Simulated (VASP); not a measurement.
Write the native input for VASP 6.6.1 that does the following.

```yaml
Task: single point
Functional: PBE
Potentials_or_basis: VASP PAW PBE potentials, release 64 (B, N, H)
Cutoff: 520 eV
k_mesh: 2 × 2 × 2, shifted
Occupations: fermi-dirac, width 0.01 eV
Spin: no spin polarisation
Dipole_correction: no
Further_INCAR_settings: LREAL = Auto; ALGO = Normal; EDIFF = 1e-06; NBANDS = 95; ISYM = -1
```

The structure of B17HN18 (a cell with a defect) lies in POSCAR:

```
B17HN18
1.0
    7.4650312844      0.0000000000      0.0000000000
   -3.7325156422      6.4649067324      0.0000000000
    0.0000000000      0.0000000000      6.4954828762
B N H
17 18 1
Direct
    0.1139811285      0.2233211501      0.2501857268
    0.2181363630      0.1100974507      0.7358731916
    0.1138431416      0.5565452786      0.2524353756
    0.2225196083      0.4434092789      0.7595590585
    0.1137772819      0.8899428391      0.2491392467
    0.2184481918      0.7782767543      0.7545128099
    0.4473379842      0.2235177671      0.2489220258
    0.5510009204      0.1111877117      0.7436092069
    0.4474354112      0.5564680186      0.2517998834
    0.4472677491      0.8899333826      0.2511256778
    0.5577330923      0.7833583850      0.7641286719
    0.7804680958      0.2233458778      0.2501731506
    0.8874088054      0.1174491707      0.7540888566
    0.7802222413      0.5565163164      0.2512416601
    0.8800419007      0.4446219080      0.7538465006
    0.7804636417      0.8898114797      0.2511693497
    0.8852203661      0.7834076142      0.7520254132
    0.1094358300      0.2234511980      0.7491128431
    0.2245368193      0.1125250501      0.2473602803
    0.1086539574      0.5569271811      0.7591608464
    0.2246005025      0.4457765837      0.2534356855
    0.1077555903      0.8889339595      0.7479438917
    0.2246204400      0.7791934278      0.2512671478
    0.4338016653      0.2095875243      0.7157149113
    0.5580134092      0.1124829509      0.2478298244
    0.4400032751      0.5691261463      0.7817078427
    0.5579690520      0.4457633937      0.2517083039
    0.4405380725      0.8890998232      0.7569782232
    0.5580144203      0.7792383725      0.2539819822
    0.7734746717      0.2243984281      0.7518908118
    0.8912830722      0.1125509500      0.2507430247
    0.7877439706      0.5699017823      0.7386883805
    0.8912948883      0.4458689677      0.2509077325
    0.7783190075      0.8972185677      0.7597219090
    0.8912869214      0.7792733959      0.2496801646
    0.5146466980      0.3661190382      0.6933114711
```

These files were run (other wordings do the same):

INCAR

```
ALGO = Normal
EDIFF = 1E-6
ENCUT = 520
GGA = PE
GGA_COMPAT = False
ISIF = 2
ISMEAR = -1
ISYM = -1
LASPH = True
LCHARG = False
LREAL = Auto
LWAVE = False
NBANDS = 95
NELM = 120
PREC = Accurate
SIGMA = 0.01
```

KPOINTS

```
explicit points
4
Reciprocal
  0.25000000   0.25000000   0.25000000 2
  0.25000000   0.25000000   0.75000000 2
  0.25000000   0.75000000   0.25000000 2
  0.25000000   0.75000000   0.75000000 2
```

Potentials or basis: VASP PAW PBE potentials, release 64 (B, N, H).

Launch:

```console
$ cat potpaw_PBE.64/B/POTCAR potpaw_PBE.64/N/POTCAR potpaw_PBE.64/H/POTCAR > POTCAR
$ mpirun -np 1 vasp_std > vasp.out
```

Results of the run:

| Quantity | Value |
| --- | --- |
| Pressure | 9.3 GPa |
| Largest force | 0.500 eV/Å |
| Band gap on the k mesh | 0.11 eV |

Caveat: semilocal functionals underestimate gaps, and a narrow one can read as zero.

Run time: 3.3 min on 1 thread of AMD EPYC 9R45 96-Core Processor (Zen 5) (shared host), peak memory 0.38 GiB.
